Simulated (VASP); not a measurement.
Write the native input for VASP 6.6.1 that does the following.

| Quantity | Value |
| --- | --- |
| Task | single point |
| Functional | PBE |
| Potentials or basis | VASP PAW PBE potentials, release 64 (Al, Ni) |
| Cutoff | 520 eV |
| k mesh | 16 × 16 × 16 |
| Occupations | gaussian, width 0.15 eV |
| Spin | no spin polarisation |
| Dipole correction | no |
| Further INCAR settings | ALGO = Fast; EDIFF = 1e-06; NBANDS = 14 |

The structure of AlNi lies in POSCAR:

```
AlNi
1.0
    2.0766483773     -2.0766140125      0.0000000000
    2.0766483773      2.0766140125      0.0000000000
    0.0000000000      0.0000000000      3.0551000000
Al Ni
1 1
Direct
    0.0000000000      0.0000000000      0.0000000000
    0.5000000000      0.5000000000      0.5000000000
```

These files were run (other wordings do the same):

INCAR

```
SYSTEM = AlNi
  PREC = Accurate
  ENCUT = 520
  EDIFF = 1E-6
  ISMEAR = 0
  SIGMA = 0.15
  LREAL = .FALSE.
  LASPH = .TRUE.
  NELM = 80
  ALGO = Fast
  ISIF = 2
  LWAVE = .FALSE.
  LCHARG = .FALSE.
  GGA = PE
  NBANDS = 14
```

KPOINTS

```
regular mesh
0
G
  16 16 16
  0 0 0
```

Potentials or basis: VASP PAW PBE potentials, release 64 (Al, Ni).

Command:

```console
$ cat potpaw_PBE.64/Al/POTCAR potpaw_PBE.64/Ni/POTCAR > POTCAR
$ mpirun -np 1 vasp_std > vasp.out
```

Results of the run:

```yaml
Pressure: -11.3 GPa
Band_gap_on_the_k_mesh: zero (an odd number of electrons rules out a gap without spin polarisation)
```

Caveat: the cell stands under tension.

Wall time 110 s on 1 thread of Intel Xeon 6975P-C, with other jobs on the host, peak memory 0.35 GiB.
